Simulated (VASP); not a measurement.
# Co in VASP: single point with PBE+D3(BJ)

Aim: the single point of Co with PBE+D3(BJ).

Program: VASP 6.6.1. These are calculated values, not measurements. Logs are shortened: lines on timing, memory, paths and dates and some standing lists are left out, and cuts for length are marked.

### Step 1. The cell of the first run

The cell holds a molecule in a box, 1 atom: a = 15.000 Å, b = 15.500 Å, c = 16.000 Å, α = 90.00°, β = 90.00°, γ = 90.00°.

### Step 2. Single point, PBE+D3(BJ), collinear spin, ferromagnetic start

The input, INCAR:

```
SYSTEM = Co
PREC = Accurate
ENCUT = 520
EDIFF = 1E-6
ISMEAR = 0
SIGMA = 0.005
LREAL = .False.
LASPH = .True.
NELM = 150
ALGO = Normal
ISIF = 2
LWAVE = .False.
LCHARG = .False.
ISPIN = 2
MAGMOM = 3
LORBIT = 11
LMAXMIX = 4
GGA = PE
IVDW = 12
NBANDS = 14
ISYM = 0
```

The input, KPOINTS:

```
Automatic mesh
0
Gamma
  1 1 1
  0 0 0
```

The input, POSCAR:

```
Co
1.0
   15.0000000000      0.0000000000      0.0000000000
    0.0000000000     15.5000000000      0.0000000000
    0.0000000000      0.0000000000     16.0000000000
Co
1
Direct
    0.5000000000      0.5000000000      0.5000000000
```

Potentials or basis: VASP PAW PBE potentials, release 64 (Co).

The run is started by

```console
cat potpaw_PBE.64/Co/POTCAR > POTCAR
mpirun -np 1 vasp_gam > vasp.out
```

OUTCAR:

```text
SYSTEM = Co
   PREC = Accurate
   ENCUT = 520
   EDIFF = 1E-6
   ISMEAR = 0
   LREAL = .False.
   LASPH = .True.
   NELM = 150
   ISIF = 2
   ISPIN = 2
   LORBIT = 11
   GGA = PE
   IVDW = 12
   ISYM = 0
 IVDW          = 12

 ion  position               nearest neighbor table
   1  0.500  0.500  0.500-

IMPORTANT INFORMATION: All symmetrisations will be switched off!
NOSYMM: (Re-)initialisation of all symmetry stuff for point group C_1.

----------------------------------------------------------------------------------------

                                     Primitive cell

  volume of cell :    3720.0000

  direct lattice vectors                    reciprocal lattice vectors
    15.000000000  0.000000000  0.000000000     0.066666667  0.000000000  0.000000000
     0.000000000 15.500000000  0.000000000     0.000000000  0.064516129  0.000000000
     0.000000000  0.000000000 16.000000000     0.000000000  0.000000000  0.062500000

  length of vectors
    15.000000000 15.500000000 16.000000000     0.066666667  0.064516129  0.062500000

  position of ions in fractional coordinates (direct lattice)
     0.500000000  0.500000000  0.500000000

  ion indices of the primitive-cell ions
   primitive index   ion index
                 1           1

----------------------------------------------------------------------------------------

 KPOINTS: Automatic mesh

Automatic generation of k-mesh.
 Grid dimensions read from file:
 generate k-points for:    1    1    1

 Generating k-lattice:

  Cartesian coordinates                     Fractional coordinates (reciprocal lattice)
     0.066666667  0.000000000  0.000000000     1.000000000  0.000000000  0.000000000
     0.000000000  0.064516129  0.000000000     0.000000000  1.000000000  0.000000000
     0.000000000  0.000000000  0.062500000     0.000000000  0.000000000  1.000000000

  Length of vectors
     0.066666667  0.064516129  0.062500000

  Shift w.r.t. Gamma in fractional coordinates (k-lattice)
     0.000000000  0.000000000  0.000000000

 Subroutine IBZKPT returns following result:
 ===========================================

 Found      1 irreducible k-points:

 Following reciprocal coordinates:
            Coordinates               Weight
  0.000000  0.000000  0.000000      1.000000
   k-points           NKPTS =      1   k-points in BZ     NKDIM =      1   number of bands    NBANDS=     14
   number of dos      NEDOS =    301   number of ions     NIONS =      1
   total plane-waves  NPLWV = ******
   dimension x,y,z NGX =   112 NGY =  120 NGZ =  120
   dimension x,y,z NGXF=   224 NGYF=  240 NGZF=  240
   ions per type =               1
   NGX,Y,Z   is equivalent  to a cutoff of  12.41, 12.87, 12.47 a.u.
   NGXF,Y,Z  is equivalent  to a cutoff of  24.83, 25.74, 24.94 a.u.
 SYSTEM =  Co
   PREC   = accura    normal or accurate (medium, high low for compatibility)
   ISTART =      0    job   : 0-new  1-cont  2-samecut
   ICHARG =      2    charge: 1-file 2-atom 10-const
   ISPIN  =      2    spin polarized calculation?
   LNONCOLLINEAR =      F non collinear calculations
   LSORBIT =      F    spin-orbit coupling
   LASPH  =      T    aspherical Exc in radial PAW
   ENCUT  =  520.0 eV  38.22 Ry    6.18 a.u.  27.89 28.82 29.75*2*pi/ulx,y,z
   NELM   =    150;   NELMIN=  2; NELMDL= -5     # of ELM steps
   EDIFF  = 0.1E-05   stopping-criterion for ELM
   LREAL  =      F    real-space projection
   EDIFFG = 0.1E-04   stopping-criterion for IOM
   NSW    =      0    number of steps for IOM
   IBRION =     -1    ionic relax: 0-MD 1-quasi-New 2-CG
   NFREE  =      0    steps in history (QN), initial steepest desc. (CG)
   ISIF   =      2    stress and relaxation
   ISYM   =      0    0-nonsym 1-usesym 2-fastsym
   POTIM  = 0.5000    time-step for ionic-motion
   TEBEG  =    0.0;   TEEND  =   0.0 temperature during run
   PSTRESS=    0.0 pullay stress
   NELECT =       9.0000    total number of electrons
   NUPDOWN=      -1.0000    fix difference up-down
   EMIN   =  10.00;   EMAX   =-10.00  energy-range for DOS
   EFERMI =   0.00;   METHOD = LEGACY
   ISMEAR =     0;   SIGMA  =   0.01  broadening in eV -4-tet -1-fermi 0-gaus
   EFERMI_NEDOS =   21; number of points for ismear=-14 and -15
   IALGO  =     38    algorithm
   IMIX   =      4    mixing-type and parameters
     AMIX     =   0.40;   BMIX     =  1.00
     AMIX_MAG =   1.60;   BMIX_MAG =  1.00
  volume/ion in A,a.u.               =    3720.00     25103.80
  Fermi-wavevector in a.u.,A,eV,Ry     =   0.219773  0.415311  0.657165  0.048300
  Thomas-Fermi vector in A             =   0.999635
   LORBIT       =     11    0 simple, 1 ext, 2 COOP (PROOUT), +10 PAW based schemes
   GGA     = PE    functional components
   LHFCALC =     F    Hartree Fock is set to
   AEXX    =    0.0000 exact exchange contribution
   IVDW    =    12    specifies the selected vdW correction
   LEPSILON=     F    determine dielectric tensor
   LRPA    =     F    only Hartree local field effects (RPA)
 spin polarized calculation
 Gauss-broadening in eV      SIGMA  =   0.01
  energy-cutoff  :      520.00
  volume of cell :     3720.00
 maximum number of plane-waves:     50071
 NGX is ok and might be reduce to   112
   NGX = 55   NGY = 57   NGZ = 59

 number of electron       9.0000000 magnetization       2.9999933

 Free energy of the ion-electron system (eV)
  ---------------------------------------------------
  ext. energy  EPLUGINS =         0.00000000
  ---------------------------------------------------
  free energy    TOTEN  =        -2.04908172 eV

  energy without entropy =       -2.04908172  energy(sigma->0) =       -2.04908172

 E-fermi :  -4.0800     XC(G=0):  -0.2802

 val. band max:       -4.1224010460   @ k =   0.0000   0.0000   0.0000
 cond. band min:      -3.8852307004   @ k =   0.0000   0.0000   0.0000
 fundamental gap:      0.2371703456
 Fermi energy:        -4.0799644548

 spin component 1

 k-point     1 :       0.0000    0.0000    0.0000
  band No.  band energies     occupation
      1      -6.6796      1.00000
      2      -6.6779      1.00000
      3      -5.9376      1.00000
      4      -5.6406      1.00000
      5      -5.6402      1.00000
      6      -4.9544      1.00000
      7      -1.1684      0.00000
      8      -1.1667      0.00000
      9      -0.9292      0.00000
     10      -0.1196      0.00000
     11       0.4982      0.00000
     12       0.5275      0.00000
     13       0.5734      0.00000
     14       0.6021      0.00000
 Fermi energy:        -4.0799644548

 spin component 2

 k-point     1 :       0.0000    0.0000    0.0000
  band No.  band energies     occupation
      1      -4.3315      1.00000
      2      -4.3311      1.00000
      3      -4.1224      1.00000
      4      -3.8852      0.00000
      5      -3.1445      0.00000
      6      -3.1405      0.00000
      7      -0.6335      0.00000
      8      -0.4230      0.00000
      9      -0.4220      0.00000
     10      -0.0387      0.00000
     11       0.5544      0.00000
     12       0.5763      0.00000
     13       0.6465      0.00000
     14       0.6683      0.00000

------------------------ aborting loop because EDIFF is reached ----------------------------------------

 Edisp (eV)   -0.00010

 E8    (eV) :    -0.0000

  FORCE on cell =-STRESS in cart. coord.  units (eV):
  Direction    XX          YY          ZZ          XY          YZ          ZX
  --------------------------------------------------------------------------------------
  -------------------------------------------------------------------------------------
  Total      -0.04020    -0.03957    -0.03871     0.00070    -0.00131     0.00109
  in kB      -0.01731    -0.01704    -0.01667     0.00030    -0.00056     0.00047
  external pressure =       -0.02 kB  Pullay stress =        0.00 kB

 VOLUME and BASIS-vectors are now :
 -----------------------------------------------------------------------------
  energy-cutoff  :      520.00
  volume of cell :     3720.00
      direct lattice vectors                 reciprocal lattice vectors
    15.000000000  0.000000000  0.000000000     0.066666667  0.000000000  0.000000000
     0.000000000 15.500000000  0.000000000     0.000000000  0.064516129  0.000000000
     0.000000000  0.000000000 16.000000000     0.000000000  0.000000000  0.062500000

 POSITION                                       TOTAL-FORCE (eV/Angst)
 -----------------------------------------------------------------------------------
      7.50000      7.75000      8.00000        -0.000000     -0.000000     -0.000000
 -----------------------------------------------------------------------------------
    total drift:                               -0.000000     -0.000000     -0.000000

  FREE ENERGIE OF THE ION-ELECTRON SYSTEM (eV)
  ---------------------------------------------------
  free  energy   TOTEN  =        -2.0491843045 eV

  energy  without entropy=       -2.0491843045  energy(sigma->0) =       -2.04918430

 total charge

# of ion       s       p       d       tot
------------------------------------------
    1        0.442   0.000   7.196   7.638

 magnetization (x)

# of ion       s       p       d       tot
------------------------------------------
    1        0.254   0.000   2.185   2.439
```

Run time: 33 min. Hardware: 1 thread of AMD EPYC 7R43 (Zen 3), shared host; peak memory 3.5 GiB.

What came out:

```
Free energy                                           : -2.0492 eV
Gap between the frontier levels                       : 0.24 eV
Net moment                                            : 3.00 μB per cell
Site moments                                          : Co +2.44 μB
Valence electrons inside the program's atomic spheres : Co 7.64
Dispersion energy per atom                            : 0.000 eV
```

Levels at points of the mesh, in eV from the valence-band top:
Spin up:
```
           k point  band 3  band 4  band 5  band 6  band 7  band 8  band 9  band 10
(0.00, 0.00, 0.00)   -1.82   -1.52   -1.52   -0.83    2.95    2.96    3.19     4.00
```
Spin down:
| k point | band 1 | band 2 | band 3 | band 4 | band 5 | band 6 | band 7 |
| --- | --- | --- | --- | --- | --- | --- | --- |
| (0.00, 0.00, 0.00) | -0.21 | -0.21 | 0.00 | 0.24 | 0.98 | 0.98 | 3.49 |
